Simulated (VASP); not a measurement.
# SiC in VASP: single point with PBE

Aim: the single point of SiC with PBE.

Everything below comes from runs of VASP 6.6.1. Logs are shortened: lines on timing, memory, paths and dates and some standing lists are left out, and cuts for length are marked.

### Step 1. The cell of the first run

The cell holds a wire or tube with vacuum around it, 14 atoms: a = 13.600 Å, b = 12.900 Å, c = 5.074 Å, α = 90.00°, β = 90.00°, γ = 90.00°.

### Step 2. Single point, PBE, collinear spin

INCAR

```
SYSTEM = SiC
ALGO     = Normal         ! electronic algorithm
EDIFF    = 1E-6           ! SCF threshold, eV
ENCUT    = 520            ! plane-wave cutoff, eV
GGA      = PE             ! functional
ISIF     = 2              ! what is computed and relaxed
ISMEAR   = 0              ! smearing method
ISPIN    = 2              ! spin polarisation
LASPH    = .TRUE.         ! aspherical terms in the spheres
LCHARG   = .FALSE.        ! write CHGCAR
LORBIT   = 11             ! projections on sites
LREAL    = .FALSE.        ! projectors in reciprocal space
LWAVE    = .FALSE.        ! write WAVECAR
MAGMOM   = 0.3 0.3 0.3 0.3 0.3 0.3 0.3 0.3 0.3 0.3 0.3 0.3 0.3 0.3 ! initial moments
NBANDS   = 45             ! bands
NELM     = 150            ! most SCF steps
PREC     = Accurate       ! precision mode
SIGMA    = 0.05           ! smearing width, eV
```

KPOINTS

```
k-points
0
G
  1 1 7
  0 0 0
```

POSCAR

```
SiC
1.0
   13.6000000000      0.0000000000      0.0000000000
    0.0000000000     12.9000000000      0.0000000000
    0.0000000000      0.0000000000      5.0740210708
Si C
7 7
Direct
    0.3294981682      0.4308127035      0.0045635116
    0.5568339439      0.4308127035      0.0045635116
    0.4431660561      0.6383745930      0.0045635116
    0.4431660561      0.3616254070      0.5045635116
    0.3294981682      0.5691872965      0.5045635116
    0.6705018318      0.3616254070      0.5045635116
    0.5568339439      0.5691872965      0.5045635116
    0.3294981682      0.4308127035      0.3804364884
    0.5568339439      0.4308127035      0.3804364884
    0.4431660561      0.6383745930      0.3804364884
    0.4431660561      0.3616254070      0.8804364884
    0.3294981682      0.5691872965      0.8804364884
    0.6705018318      0.3616254070      0.8804364884
    0.5568339439      0.5691872965      0.8804364884
```

Potentials or basis: VASP PAW PBE potentials, release 64 (Si, C).

On the command line:

```sh
> cat potpaw_PBE.64/Si/POTCAR potpaw_PBE.64/C/POTCAR > POTCAR
> mpirun -np 1 vasp_std > vasp.out
```

OUTCAR:

```text
SYSTEM = SiC
   EDIFF = 1E-6
   ENCUT = 520
   GGA = PE
   ISIF = 2
   ISMEAR = 0
   ISPIN = 2
   LASPH = .TRUE.
   LORBIT = 11
   LREAL = .FALSE.
   NELM = 150
   PREC = Accurate

 ion  position               nearest neighbor table
   1  0.329  0.431  0.005-  12 1.89  11 1.89   8 1.91   2 3.09   3 3.09   5 3.10   5 3.10   4 3.10
                             4 3.10
   2  0.557  0.431  0.005-  11 1.89  14 1.89  13 1.89   9 1.91   3 3.09   1 3.09   4 3.10   4 3.10
                             7 3.10   7 3.10   6 3.10   6 3.10
   3  0.443  0.638  0.005-  14 1.89  12 1.89  10 1.91   2 3.09   1 3.09   7 3.10   7 3.10   5 3.10
                             5 3.10
   4  0.443  0.362  0.505-   9 1.89   8 1.89  11 1.91   7 3.09   6 3.09   5 3.09   2 3.10   2 3.10
                             1 3.10   1 3.10
   5  0.329  0.569  0.505-   8 1.89  10 1.89  12 1.91   7 3.09   4 3.09   1 3.10   1 3.10   3 3.10
                             3 3.10
   6  0.671  0.362  0.505-   9 1.89  13 1.91   4 3.09   7 3.09   2 3.10   2 3.10
   7  0.557  0.569  0.505-  10 1.89   9 1.89  14 1.91   4 3.09   5 3.09   6 3.09   3 3.10   3 3.10
                             2 3.10   2 3.10
   8  0.329  0.431  0.380-   5 1.89   4 1.89   1 1.91
   9  0.557  0.431  0.380-   4 1.89   7 1.89   6 1.89   2 1.91
  10  0.443  0.638  0.380-   7 1.89   5 1.89   3 1.91
  11  0.443  0.362  0.880-   2 1.89   1 1.89   4 1.91
  12  0.329  0.569  0.880-   1 1.89   3 1.89   5 1.91
  13  0.671  0.362  0.880-   2 1.89   6 1.91
  14  0.557  0.569  0.880-   3 1.89   2 1.89   7 1.91

  LATTYP: Found a simple orthorhombic cell.
 ALAT       =     5.0740210708
 B/A-ratio  =     2.5423623237
 C/A-ratio  =     2.6803199692

  Lattice vectors:

 A1 = (   0.0000000000,   0.0000000000,  -5.0740210708)
 A2 = (   0.0000000000,  12.9000000000,   0.0000000000)
 A3 = (  13.6000000000,   0.0000000000,   0.0000000000)

Analysis of symmetry for initial positions (statically):
=====================================================================
 Subroutine PRICEL returns:
 Original cell was already a primitive cell.

 Routine SETGRP: Setting up the symmetry group for a
 simple orthorhombic supercell.

 Subroutine GETGRP returns: Found  1 space group operations
 (whereof  1 operations were pure point group operations)
 out of a pool of  8 trial point group operations.

The static configuration has the point symmetry C_1 .

Analysis of symmetry for dynamics (positions and initial velocities):
=====================================================================
 Subroutine PRICEL returns:
 Original cell was already a primitive cell.

 Routine SETGRP: Setting up the symmetry group for a
 simple orthorhombic supercell.

 Subroutine GETGRP returns: Found  1 space group operations
 (whereof  1 operations were pure point group operations)
 out of a pool of  8 trial point group operations.

The dynamic configuration has the point symmetry C_1 .

Analysis of structural, dynamic, and magnetic symmetry:
=====================================================================
 Subroutine PRICEL returns:
 Original cell was already a primitive cell.

 Routine SETGRP: Setting up the symmetry group for a
 simple orthorhombic supercell.

 Subroutine GETGRP returns: Found  1 space group operations
 (whereof  1 operations were pure point group operations)
 out of a pool of  8 trial point group operations.

The overall configuration has the point symmetry C_1 .

 Subroutine INISYM returns: Found  1 space group operations
 (whereof  1 operations are pure point group operations),
 and found     1 'primitive' translations

----------------------------------------------------------------------------------------

                                     Primitive cell

  volume of cell :     890.1863

  direct lattice vectors                    reciprocal lattice vectors
    13.600000000  0.000000000  0.000000000     0.073529412  0.000000000  0.000000000
     0.000000000 12.900000000  0.000000000     0.000000000  0.077519380  0.000000000
     0.000000000  0.000000000  5.074021071     0.000000000  0.000000000  0.197082351

  length of vectors
    13.600000000 12.900000000  5.074021071     0.073529412  0.077519380  0.197082351

[... 89 lines left out ...]
   ISIF   =      2    stress and relaxation
   ISYM   =      2    0-nonsym 1-usesym 2-fastsym
   POTIM  = 0.5000    time-step for ionic-motion
   TEBEG  =    0.0;   TEEND  =   0.0 temperature during run
   PSTRESS=    0.0 pullay stress
   NELECT =      56.0000    total number of electrons
   NUPDOWN=      -1.0000    fix difference up-down
   EMIN   =  10.00;   EMAX   =-10.00  energy-range for DOS
   EFERMI =   0.00;   METHOD = LEGACY
   ISMEAR =     0;   SIGMA  =   0.05  broadening in eV -4-tet -1-fermi 0-gaus
   EFERMI_NEDOS =   21; number of points for ismear=-14 and -15
   IALGO  =     38    algorithm
   IMIX   =      4    mixing-type and parameters
     AMIX     =   0.40;   BMIX     =  1.00
     AMIX_MAG =   1.60;   BMIX_MAG =  1.00
  volume/ion in A,a.u.               =      63.58       429.09
  Fermi-wavevector in a.u.,A,eV,Ry     =   0.651094  1.230390  5.767833  0.423924
  Thomas-Fermi vector in A             =   1.720584
   LORBIT       =     11    0 simple, 1 ext, 2 COOP (PROOUT), +10 PAW based schemes
   GGA     = PE    functional components
   LHFCALC =     F    Hartree Fock is set to
   AEXX    =    0.0000 exact exchange contribution
   IVDW    =     0    specifies the selected vdW correction
   LEPSILON=     F    determine dielectric tensor
   LRPA    =     F    only Hartree local field effects (RPA)
 spin polarized calculation
 Gauss-broadening in eV      SIGMA  =   0.05
  energy-cutoff  :      520.00
  volume of cell :      890.19
 maximum number of plane-waves:     23987
 NGX is ok and might be reduce to   108
   NGX = 51   NGY = 47   NGZ = 19

 number of electron      55.9999998 magnetization       2.0030382

 Free energy of the ion-electron system (eV)
  ---------------------------------------------------
  ext. energy  EPLUGINS =         0.00000000
  ---------------------------------------------------
  free energy    TOTEN  =       -85.59228087 eV

  energy without entropy =      -85.58140671  energy(sigma->0) =      -85.58684379

 E-fermi :  -3.0004     XC(G=0):  -3.1717

 val. band max:       -3.1185580895   @ k =   0.0000   0.0000   0.4286
 cond. band min:      -2.9930324662   @ k =   0.0000   0.0000   0.4286
 fundamental gap:      0.1255256233
 Fermi energy:        -3.0003780697

 spin component 1

 k-point     1 :       0.0000    0.0000    0.0000
  band No.  band energies     occupation
      1     -17.2783      1.00000
      2     -15.7678      1.00000
      3     -15.1719      1.00000
      4     -14.0473      1.00000
      5     -13.5006      1.00000
      6     -12.9935      1.00000
[... 161 lines left out ...]
     39       2.2022      0.00000
     40       2.3140      0.00000
 Fermi energy:        -3.0003780697

 spin component 2

 k-point     1 :       0.0000    0.0000    0.0000
  band No.  band energies     occupation
      1     -17.1356      1.00000
      2     -15.6459      1.00000
      3     -14.9359      1.00000
      4     -13.7763      1.00000
      5     -13.3442      1.00000
      6     -12.7922      1.00000
[... 161 lines left out ...]
     39       2.2843      0.00000
     40       2.4314      0.00000
 [bands above 40 left out]

------------------------ aborting loop because EDIFF is reached ----------------------------------------

  FORCE on cell =-STRESS in cart. coord.  units (eV):
  Direction    XX          YY          ZZ          XY          YZ          ZX
  --------------------------------------------------------------------------------------
  -------------------------------------------------------------------------------------
  Total       -8.7874898     -7.9127818    -19.3047359      0.7457081      0.3195488     -0.5544838
  in kB      -15.8159226    -14.2416034    -34.7450996      1.3421423      0.5751312     -0.9979725
  external PRESSURE =     -21.6008752 kB  Pullay stress =       0.0000000 kB

 VOLUME and BASIS-vectors are now :
 -----------------------------------------------------------------------------
  energy-cutoff  :      520.00
  volume of cell :      890.19
      direct lattice vectors                 reciprocal lattice vectors
    13.600000000  0.000000000  0.000000000     0.073529412  0.000000000  0.000000000
     0.000000000 12.900000000  0.000000000     0.000000000  0.077519380  0.000000000
     0.000000000  0.000000000  5.074021071     0.000000000  0.000000000  0.197082351

 POSITION                                       TOTAL-FORCE (eV/Angst)
 -----------------------------------------------------------------------------------
      4.48118      5.55748      0.02316         1.456515      0.929305      1.519007
      7.57294      5.55748      0.02316         0.282087     -0.162952     -0.087197
      6.02706      8.23503      0.02316        -0.075261     -1.727072      1.519586
      6.02706      4.66497      2.56017        -1.247998      1.240985      1.339994
      4.48118      7.34252      2.56017         1.490492     -0.862229      1.399153
      9.11882      4.66497      2.56017         0.104327     -0.059825      1.647564
      7.57294      7.34252      2.56017        -1.699295      0.460652      1.339588
      4.48118      5.55748      1.93034         0.358945      0.056078     -1.407505
      7.57294      5.55748      1.93034         0.553615     -0.318792     -0.714377
      6.02706      8.23503      1.93034         0.130980     -0.336996     -1.408047
      6.02706      4.66497      4.46735        -0.676699      0.616468     -1.083464
      4.48118      7.34252      4.46735         0.404328     -0.232891     -1.453843
      9.11882      4.66497      4.46735        -0.209286      0.120817     -1.526962
      7.57294      7.34252      4.46735        -0.872751      0.276453     -1.083499
 -----------------------------------------------------------------------------------
    total drift:                               -0.001186      0.000525     -0.001511

  FREE ENERGIE OF THE ION-ELECTRON SYSTEM (eV)
  ---------------------------------------------------
  free  energy   TOTEN  =       -85.5922808690 eV

  energy  without entropy=      -85.5814067087  energy(sigma->0) =      -85.58684379

 total charge

# of ion       s       p       d       tot
------------------------------------------
    1        0.753   0.846   0.000   1.599
    2        0.716   0.921   0.000   1.637
    3        0.753   0.846   0.000   1.599
    4        0.761   0.848   0.000   1.609
    5        0.760   0.838   0.000   1.598
    6        0.817   0.750   0.000   1.567
    7        0.761   0.848   0.000   1.609
    8        0.862   1.506   0.000   2.368
    9        0.863   1.626   0.000   2.489
   10        0.862   1.506   0.000   2.368
   11        0.869   1.500   0.000   2.369
   12        0.864   1.503   0.000   2.367
   13        0.914   1.321   0.000   2.235
   14        0.869   1.500   0.000   2.369
--------------------------------------------------
tot         11.425  16.360   0.000  27.785

 magnetization (x)

# of ion       s       p       d       tot
------------------------------------------
    1       -0.003  -0.003   0.000  -0.006
    2       -0.002  -0.003   0.000  -0.005
    3       -0.003  -0.003   0.000  -0.006
    4        0.005   0.009   0.000   0.015
    5        0.008   0.041   0.000   0.049
    6        0.015   0.063   0.000   0.078
    7        0.005   0.009   0.000   0.015
    8        0.009   0.106   0.000   0.115
    9        0.002   0.034   0.000   0.036
   10        0.009   0.106   0.000   0.114
   11        0.016   0.194   0.000   0.211
   12        0.005   0.092   0.000   0.098
   13       -0.008   0.016   0.000   0.008
   14        0.016   0.195   0.000   0.211
--------------------------------------------------
tot          0.075   0.858   0.000   0.933
```

Run time: 28 min. Hardware: 1 thread of Intel Xeon Platinum 8259CL at 2.50GHz (Skylake/Cascade Lake), shared host; peak memory 1.3 GiB.

Results:

- Free energy: -85.5923 eV
- Largest force: 2.302 eV/Å
- Band gap on the k mesh: zero (filled and empty bands overlap)
- Net moment: 2.00 μB per cell
- Site moments: Si -0.01, +0.01, +0.05, +0.08 (each value once); C +0.12, +0.04, +0.11, +0.21, +0.10, +0.01 (each value once) μB
- Valence electrons inside the program's atomic spheres: Si 1.60, 1.64, 1.61, 1.57 (each value once); C 2.37, 2.49, 2.23 (each value once)

Forces in eV/Å, atoms in the order of the input:
```
Si   1.457  0.929  1.519
Si   0.282 -0.163 -0.087
Si  -0.075 -1.727  1.520
Si  -1.248  1.241  1.340
Si   1.490 -0.862  1.399
Si   0.104 -0.060  1.648
Si  -1.699  0.461  1.340
C    0.359  0.056 -1.408
C    0.554 -0.319 -0.714
C    0.131 -0.337 -1.408
C   -0.677  0.616 -1.083
C    0.404 -0.233 -1.454
C   -0.209  0.121 -1.527
C   -0.873  0.276 -1.083
```

Levels at points of the mesh, in eV from the Fermi level:
Spin up:
```
           k point  band 25  band 26  band 27  band 28  band 29  band 30  band 31  band 32  band 33  band 34
(0.00, 0.00, 0.00)    -0.64    -0.64    -0.36    -0.24    -0.24     0.09     1.08     1.58     2.10     2.42
```
Spin down:
```csv
k point,band 25,band 26,band 27,band 28,band 29,band 30
"(0.00, 0.00, 0.00)",-0.35,-0.22,-0.16,0.07,0.28,0.29
```

The gap in the log of VASP goes by the Fermi energy; the results here count the filled bands.